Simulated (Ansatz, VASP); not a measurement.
# CO2: VASP beside Ansatz

INCAR

```
SYSTEM = CO2
PREC = Accurate ; ENCUT = 520
EDIFF = 1E-6 ; ISMEAR = 0
SIGMA = 0.05 ; LREAL = .False.
LASPH = .True. ; NELM = 60
ALGO = Normal ; ISIF = 2
LWAVE = .False. ; LCHARG = .False.
GGA = PE ; NBANDS = 44
```

The input KPOINTS:

```
Automatic mesh
0
Gamma
  4 4 4
  0 0 0
```

Contents of POSCAR:

```
CO2
1.0
    6.0577362522      0.0000000000     -0.9086604378
    0.0000000000      6.0577362522      0.0000000000
   -0.9086604378      0.0000000000      6.2394683398
C O
4 8
Direct
    0.0000000000      0.0000000000      0.0000000000
    0.5000000000      0.0000000000      0.5000000000
    0.5000000000      0.5000000000      0.0000000000
    0.0000000000      0.5000000000      0.5000000000
    0.1114834447      0.1114834447      0.1114834447
    0.3885165553      0.8885165553      0.6114834447
    0.6114834447      0.3885165553      0.8885165553
    0.8885165553      0.6114834447      0.3885165553
    0.8885165553      0.8885165553      0.8885165553
    0.6114834447      0.1114834447      0.3885165553
    0.3885165553      0.6114834447      0.1114834447
    0.1114834447      0.3885165553      0.6114834447
```

Input for Ansatz:

```yaml
crystal:
  lattice:
    - [6.0577362522, 0.0, -0.9086604378]
    - [0.0, 6.0577362522, 0.0]
    - [-0.9086604378, 0.0, 6.2394683398]
  atoms:
    - { symbol: C, position: [0.0, 0.0, 0.0] }
    - { symbol: C, position: [0.5, 0.0, 0.5] }
    - { symbol: C, position: [0.5, 0.5, 0.0] }
    - { symbol: C, position: [0.0, 0.5, 0.5] }
    - { symbol: O, position: [0.1114834447, 0.1114834447, 0.1114834447] }
    - { symbol: O, position: [0.3885165553, 0.8885165553, 0.6114834447] }
    - { symbol: O, position: [0.6114834447, 0.3885165553, 0.8885165553] }
    - { symbol: O, position: [0.8885165553, 0.6114834447, 0.3885165553] }
    - { symbol: O, position: [0.8885165553, 0.8885165553, 0.8885165553] }
    - { symbol: O, position: [0.6114834447, 0.1114834447, 0.3885165553] }
    - { symbol: O, position: [0.3885165553, 0.6114834447, 0.1114834447] }
    - { symbol: O, position: [0.1114834447, 0.3885165553, 0.6114834447] }
basis:
  ecutwfc: 520.0
kpoints:
  mp_grid: { grid: [4, 4, 4] }
hamiltonian:
  xc: pbe
scf:
  occupations: { method: gaussian, width: 0.05 }
output:
  forces: true
  stress: true
  eigenvalues: true
```

Change from the starting cell: engineering shear strain xz -0.3000, normal strain along z +0.0300.

Alike in both runs: task single point; functional PBE; k mesh 4 × 4 × 4; occupations gaussian, width 0.05 eV; no spin polarisation.

|  | VASP | Ansatz |
| --- | --- | --- |
| version | VASP 6.6.1 | Ansatz 0.2.0 |
| potentials or method | VASP PAW PBE potentials, release 64 (C, O), cutoff 520 eV | scalar-relativistic, plane waves, PAW |
| valence electrons in the cell | 64 | 64 |

|  | VASP | Ansatz | Ansatz less VASP |
| --- | --- | --- | --- |
| gap on the k mesh at the Fermi level (eV) | 5.98 | 6.01 | +0.031 |
| least direct gap on the mesh (eV) | 5.98 | 6.01 | +0.031 |
| pressure (GPa) | 6.3 | 4.8 | -1.48 |
| traceless stress, the component that is largest in VASP (GPa) | 26.95 | 26.17 | -0.785 |
| rms of the force components (eV/Å) | 6.100 | 5.758 | -0.3414 |

Atom by atom the forces differ by 0.455 eV/Å (rms over components).

Noted on VASP's run: the standard files for N, O and F lose accuracy on very short bonds.
